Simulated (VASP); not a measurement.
# Ge (Fd-3m) in VASP: further runs, part 2 of 2

VASP 6.6.1. The steps go on from the part before.

## 4. Single point, PBE, non-collinear spin, zero start, spin-orbit coupling

Contents of INCAR:

```
SYSTEM = Ge
  ALGO = Normal
  EDIFF = 1E-6
  ENCUT = 520
  GGA = PE
  GGA_COMPAT = .False.
  ISIF = 2
  ISMEAR = -1
  LASPH = .True.
  LCHARG = .False.
  LNONCOLLINEAR = .True.
  LORBIT = 11
  LORBMOM = .True.
  LREAL = .False.
  LSORBIT = .True.
  LWAVE = .False.
  MAGMOM = 0 0 0 0 0 0
  NBANDS = 40
  NELM = 150
  PREC = Accurate
  SIGMA = 0.02
```

Contents of KPOINTS:

```
k-points
0
Gamma
  6 6 6
  0 0 0
```

Contents of POSCAR:

```
Ge
1.0
    0.0000000000      2.8800000000      2.8800000000
    2.8800000000      0.0000000000      2.8800000000
    2.8800000000      2.8800000000      0.0000000000
Ge
2
Direct
    0.0000000000      0.0000000000      0.0000000000
    0.2500000000      0.2500000000      0.2500000000
```

Potentials or basis: VASP PAW PBE potentials, release 64 (Ge_d).

Run with:

```sh
cat potpaw_PBE.64/Ge_d/POTCAR > POTCAR
mpirun -np 1 vasp_ncl > vasp.out
```

OUTCAR:

```text
SYSTEM = Ge
   EDIFF = 1E-6
   ENCUT = 520
   GGA = PE
   ISIF = 2
   ISMEAR = -1
   LASPH = .True.
   LNONCOLLINEAR = .True.
   LORBIT = 11
   LREAL = .False.
   LSORBIT = .True.
   NELM = 150
   PREC = Accurate

 ion  position               nearest neighbor table
   1  0.000  0.000  0.000-   2 2.49   2 2.49   2 2.49   2 2.49
   2  0.250  0.250  0.250-   1 2.49   1 2.49   1 2.49   1 2.49

  LATTYP: Found a face centered cubic cell.
 ALAT       =     5.7600000000

  Lattice vectors:

 A1 = (   0.0000000000,   2.8800000000,   2.8800000000)
 A2 = (   2.8800000000,   0.0000000000,   2.8800000000)
 A3 = (   2.8800000000,   2.8800000000,   0.0000000000)

Analysis of symmetry for initial positions (statically):
=====================================================================
 Subroutine PRICEL returns:
 Original cell was already a primitive cell.

 Routine SETGRP: Setting up the symmetry group for a
 face centered cubic supercell.

 Subroutine GETGRP returns: Found 48 space group operations
 (whereof 24 operations were pure point group operations)
 out of a pool of 48 trial point group operations.

The static configuration has the point symmetry T_d .
 The point group associated with its full space group is O_h .

Analysis of symmetry for dynamics (positions and initial velocities):
=====================================================================
 Subroutine PRICEL returns:
 Original cell was already a primitive cell.

 Routine SETGRP: Setting up the symmetry group for a
 face centered cubic supercell.

 Subroutine GETGRP returns: Found 48 space group operations
 (whereof 24 operations were pure point group operations)
 out of a pool of 48 trial point group operations.

The dynamic configuration has the point symmetry T_d .
 The point group associated with its full space group is O_h .

Analysis of structural, dynamic, and magnetic symmetry:
=====================================================================
 Subroutine PRICEL returns:
 Original cell was already a primitive cell.

 Routine SETGRP: Setting up the symmetry group for a
 face centered cubic supercell.

 Subroutine GETGRP returns: Found 48 space group operations
 (whereof 24 operations were pure point group operations)
 out of a pool of 48 trial point group operations.

The overall configuration has the point symmetry T_d .
 The point group associated with its full space group is O_h .

 Subroutine INISYM returns: Found 48 space group operations
 (whereof 24 operations are pure point group operations),
 and found     1 'primitive' translations

----------------------------------------------------------------------------------------

                                     Primitive cell

  volume of cell :      47.7757

  direct lattice vectors                    reciprocal lattice vectors
     0.000000000  2.880000000  2.880000000    -0.173611111  0.173611111  0.173611111
     2.880000000  0.000000000  2.880000000     0.173611111 -0.173611111  0.173611111
     2.880000000  2.880000000  0.000000000     0.173611111  0.173611111 -0.173611111

  length of vectors
     4.072935060  4.072935060  4.072935060     0.300703265  0.300703265  0.300703265

  position of ions in fractional coordinates (direct lattice)
     0.000000000  0.000000000  0.000000000
     0.250000000  0.250000000  0.250000000
[... 820 lines left out ...]
  -------------------------------------------------------------------------------------
  Total        0.0372721      0.0372721      0.0372721      0.0000000     -0.0000000      0.0000000
  in kB        1.2499351      1.2499351      1.2499351      0.0000000     -0.0000000      0.0000000
  external PRESSURE =       1.2499351 kB  Pullay stress =       0.0000000 kB

 VOLUME and BASIS-vectors are now :
 -----------------------------------------------------------------------------
  energy-cutoff  :      520.00
  volume of cell :       47.78
      direct lattice vectors                 reciprocal lattice vectors
     0.000000000  2.880000000  2.880000000    -0.173611111  0.173611111  0.173611111
     2.880000000  0.000000000  2.880000000     0.173611111 -0.173611111  0.173611111
     2.880000000  2.880000000  0.000000000     0.173611111  0.173611111 -0.173611111

 POSITION                                       TOTAL-FORCE (eV/Angst)
 -----------------------------------------------------------------------------------
      0.00000      0.00000      0.00000         0.000000      0.000000     -0.000000
      1.44000      1.44000      1.44000        -0.000000     -0.000000      0.000000
 -----------------------------------------------------------------------------------
    total drift:                                0.000000      0.000000      0.000000

  FREE ENERGIE OF THE ION-ELECTRON SYSTEM (eV)
  ---------------------------------------------------
  free  energy   TOTEN  =        -9.0126399899 eV

  energy  without entropy=       -9.0122059706  energy(sigma->0) =       -9.01242298

 orbital moment (x)

 # of ion     p       d       tot
 ----------------------------------------
  1        -0.000   0.000  -0.000
  2        -0.000   0.000  -0.000
 ----------------------------------------
           -0.000   0.000  -0.000

 orbital moment (y)

 # of ion     p       d       tot
 ----------------------------------------
  1         0.000  -0.000   0.000
  2         0.000  -0.000   0.000
 ----------------------------------------
            0.000  -0.000   0.000

 orbital moment (z)

 # of ion     p       d       tot
 ----------------------------------------
  1         0.000   0.000   0.000
  2         0.000   0.000   0.000
 ----------------------------------------
            0.000   0.000   0.000

 Spin-Orbit-Coupling matrix elements

 Ion:    1  E_soc:     -0.0188594
 l=   1
     0.0000000    -0.0021983    -0.0021983
    -0.0021983     0.0000000    -0.0021983
    -0.0021983    -0.0021983     0.0000000
 l=   2
     0.0000000    -0.0001869     0.0000000    -0.0001869    -0.0007580
    -0.0001869     0.0000000    -0.0005685    -0.0001869    -0.0001895
     0.0000000    -0.0005685     0.0000000    -0.0005685     0.0000000
    -0.0001869    -0.0001869    -0.0005685     0.0000000    -0.0001895
    -0.0007580    -0.0001895     0.0000000    -0.0001895     0.0000000
 l=   3
     0.0000000     0.0000000     0.0000000     0.0000000     0.0000000     0.0000000     0.0000000
     0.0000000     0.0000000     0.0000000     0.0000000     0.0000000     0.0000000     0.0000000
     0.0000000     0.0000000     0.0000000     0.0000000     0.0000000     0.0000000     0.0000000
     0.0000000     0.0000000     0.0000000     0.0000000     0.0000000     0.0000000     0.0000000
     0.0000000     0.0000000     0.0000000     0.0000000     0.0000000     0.0000000     0.0000000
     0.0000000     0.0000000     0.0000000     0.0000000     0.0000000     0.0000000     0.0000000
     0.0000000     0.0000000     0.0000000     0.0000000     0.0000000     0.0000000     0.0000000

 Ion:    2  E_soc:     -0.0188594
 l=   1
     0.0000000    -0.0021983    -0.0021983
    -0.0021983     0.0000000    -0.0021983
    -0.0021983    -0.0021983     0.0000000
 l=   2
     0.0000000    -0.0001869     0.0000000    -0.0001869    -0.0007580
    -0.0001869     0.0000000    -0.0005685    -0.0001869    -0.0001895
     0.0000000    -0.0005685     0.0000000    -0.0005685     0.0000000
    -0.0001869    -0.0001869    -0.0005685     0.0000000    -0.0001895
    -0.0007580    -0.0001895     0.0000000    -0.0001895     0.0000000
 l=   3
     0.0000000     0.0000000     0.0000000     0.0000000     0.0000000     0.0000000     0.0000000
     0.0000000     0.0000000     0.0000000     0.0000000     0.0000000     0.0000000     0.0000000
     0.0000000     0.0000000     0.0000000     0.0000000     0.0000000     0.0000000     0.0000000
     0.0000000     0.0000000     0.0000000     0.0000000     0.0000000     0.0000000     0.0000000
     0.0000000     0.0000000     0.0000000     0.0000000     0.0000000     0.0000000     0.0000000
     0.0000000     0.0000000     0.0000000     0.0000000     0.0000000     0.0000000     0.0000000
     0.0000000     0.0000000     0.0000000     0.0000000     0.0000000     0.0000000     0.0000000

 total charge

# of ion       s       p       d       tot
------------------------------------------
    1        1.133   1.214  10.016  12.363
    2        1.133   1.214  10.016  12.363
--------------------------------------------------
tot          2.267   2.427  20.031  24.725

 magnetization (x)

# of ion       s       p       d       tot
------------------------------------------
    1        0.000  -0.000  -0.000   0.000
    2        0.000  -0.000  -0.000   0.000
--------------------------------------------------
tot          0.000  -0.000  -0.000   0.000

 magnetization (y)

# of ion       s       p       d       tot
------------------------------------------
    1        0.000  -0.000   0.000  -0.000
    2        0.000   0.000   0.000   0.000
--------------------------------------------------
tot          0.000   0.000   0.000   0.000

 magnetization (z)

# of ion       s       p       d       tot
------------------------------------------
    1        0.000  -0.000  -0.000  -0.000
    2        0.000  -0.000   0.000  -0.000
--------------------------------------------------
tot          0.000  -0.000  -0.000  -0.000
```

Wall time 40 s (1 thread of Intel Xeon 6975P-C (Granite Rapids), shared host); peak memory 0.27 GiB.

What came out:

```
Free energy                                           : -9.0126 eV
Pressure                                              : 0.1 GPa
Net moment                                            : 0.00 μB per cell
Valence electrons inside the program's atomic spheres : Ge 12.36
```

Moments on the atoms (μB; x, y, z):
```
Ge  0.00 0.00 0.00
Ge  0.00 0.00 0.00
```

## 5. Single point, HSE06

This run uses another cell than the first one, of 21.98 Å³/atom, 0.920 times its volume.

Contents of POSCAR:

```
Ge
1.0
    0.0000000000      2.8010558195      2.8010558195
    2.8010558195      0.0000000000      2.8010558195
    2.8010558195      2.8010558195      0.0000000000
Ge
2
Direct
    0.0000000000      0.0000000000      0.0000000000
    0.2500000000      0.2500000000      0.2500000000
```

Contents of INCAR.step1:

```
  PREC = Accurate
  ENCUT = 520
  EDIFF = 1E-5
  ISMEAR = -1
  SIGMA = 0.05
  LREAL = False
  LASPH = True
  NELM = 60
  ALGO = Normal
  ISIF = 2
  LWAVE = True
  LCHARG = False
  GGA = PE
  NBANDS = 21
```

Contents of INCAR.step2:

```
  PREC = Accurate
  ENCUT = 520
  EDIFF = 1E-6
  ISMEAR = -1
  SIGMA = 0.05
  LREAL = False
  LASPH = True
  NELM = 60
  ALGO = Normal
  ISIF = 2
  LWAVE = False
  LCHARG = False
  GGA = PE
  LHFCALC = True
  HFSCREEN = 0.2079
  PRECFOCK = Normal
  ISTART = 1
  NBANDS = 21
```

Contents of KPOINTS:

```
Automatic mesh
0
Gamma
  4 4 4
```

Run with:

```sh
cat potpaw_PBE.64/Ge_d/POTCAR > POTCAR
cp INCAR.step1 INCAR
mpirun -np 1 vasp_std > vasp.out
cp INCAR.step2 INCAR
mpirun -np 1 vasp_std > vasp.out
```

Wall time 8.9 min (1 thread of Intel Xeon 6975P-C (Granite Rapids), shared host); peak memory 0.27 GiB.

It converged, with:

* Free energy: -10.4362 eV
* Pressure: 3.7 GPa
* Band gap on the k mesh: 0.99 eV, indirect (least direct gap 1.28 eV)

Levels at points of the mesh, in eV from the valence-band top:
```csv
k point,band 10,band 11,band 12,band 13,band 14,band 15,band 16,band 17,band 18,band 19
"(0.00, 0.00, 0.00)",-27.66,-14.26,0.00,0.00,0.00,1.28,3.26,3.26,3.26,7.36
"(0.50, 0.00, 0.00)",-27.64,-11.85,-8.42,-1.57,-1.57,0.99,4.50,4.50,7.98,11.86
"(0.50, 0.50, 0.00)",-27.62,-9.80,-9.80,-3.46,-3.46,1.28,1.28,11.10,11.10,13.23
```

Caveat: the k points lie up to 0.49 Å⁻¹ apart; the PAW data sets were made with another functional, which shifts forces and pressure a little. A k mesh can miss the band edges.

## 6. Single point, HSE06

This run uses another cell than the first one, of 21.98 Å³/atom, 0.920 times its volume.

POSCAR is that of step 5.

Contents of INCAR.step1:

```
SYSTEM = Ge
PREC = Accurate
ENCUT = 520
EDIFF = 1E-5
ISMEAR = -1
SIGMA = 0.05
LREAL = .FALSE.
LASPH = .TRUE.
NELM = 100
ALGO = Normal
ISIF = 2
LWAVE = .TRUE.
NBANDS = 21
GGA = PE
```

Contents of INCAR.step2:

```
SYSTEM = Ge
PREC = Accurate
ENCUT = 520
EDIFF = 1E-6
ISMEAR = -1
SIGMA = 0.05
LREAL = .FALSE.
LASPH = .TRUE.
NELM = 100
ALGO = Normal
ISIF = 2
LWAVE = .FALSE.
LCHARG = .TRUE.
GGA = PE
LHFCALC = .TRUE.
HFSCREEN = 0.2079
PRECFOCK = Normal
LELF = .TRUE.
LVHAR = .TRUE.
NBANDS = 21
ISTART = 1
```

Contents of KPOINTS:

```
Automatic mesh
0
G
  4 4 4
  0 0 0
```

Potentials or basis: VASP PAW PBE potentials, release 64 (Ge_d).

Run with:

```sh
cat potpaw_PBE.64/Ge_d/POTCAR > POTCAR
cp INCAR.step1 INCAR
mpirun -np 1 vasp_std > vasp.out
cp INCAR.step2 INCAR
mpirun -np 1 vasp_std > vasp.out
```

Run time: 9.5 min. Hardware: 1 thread of Intel Xeon 6975P-C (Granite Rapids), shared host; peak memory 0.27 GiB.

It converged, with:

```yaml
Free_energy: -10.4362 eV
Pressure: 3.7 GPa
Band_gap_on_the_k_mesh: 0.99 eV, indirect (least direct gap 1.28 eV)
```

Levels at points of the mesh, in eV from the valence-band top:
```tsv
k point	band 12	band 13	band 14	band 15	band 16	band 17
(0.00, 0.00, 0.00)	0.00	0.00	0.00	1.28	3.26	3.26
(0.50, 0.00, 0.00)	-8.42	-1.57	-1.57	0.99	4.50	4.50
(0.50, 0.50, 0.00)	-9.80	-3.46	-3.46	1.28	1.28	11.10
```

Caveat: the k points lie up to 0.49 Å⁻¹ apart; the PAW data sets were made with another functional, which shifts forces and pressure a little. A k mesh can miss the band edges.

## 7. Overview

| level | spin | cell | k mesh | smearing | grid for exact exchange (PRECFOCK) | screening parameter | gap on the mesh (eV) | pressure (GPa) |
| --- | --- | --- | --- | --- | --- | --- | --- | --- |
| r2SCAN | off | a = 4.073 Å, angles 60.0°, 2 atoms | 6 × 6 × 6 | fermi-dirac 0.02 eV | - | - | none | -2.7 |
| PBE | off | a = 4.073 Å, angles 60.0°, 2 atoms | 8 × 8 × 8 | fermi-dirac 0.1 eV | - | - | none | 0.1 |
| PBE | non-collinear, zero start, SOC | a = 4.073 Å, angles 60.0°, 2 atoms | 6 × 6 × 6 | fermi-dirac 0.02 eV | - | - | - | 0.1 |
| HSE06 | off | a = 3.961 Å, angles 60.0°, 2 atoms | 4 × 4 × 4 | fermi-dirac 0.05 eV | Normal | 0.2079 1/Å | 0.99 | 3.7 |

Alike in all rows: task single point; potentials or basis VASP PAW PBE potentials, release 64 (Ge_d); cutoff (eV) 520.

Caveats: some runs use coarse meshes; the PAW data sets were made with another functional, which shifts forces and pressure a little (some runs).

Absolute energies hang on the potentials; compare differences alone.
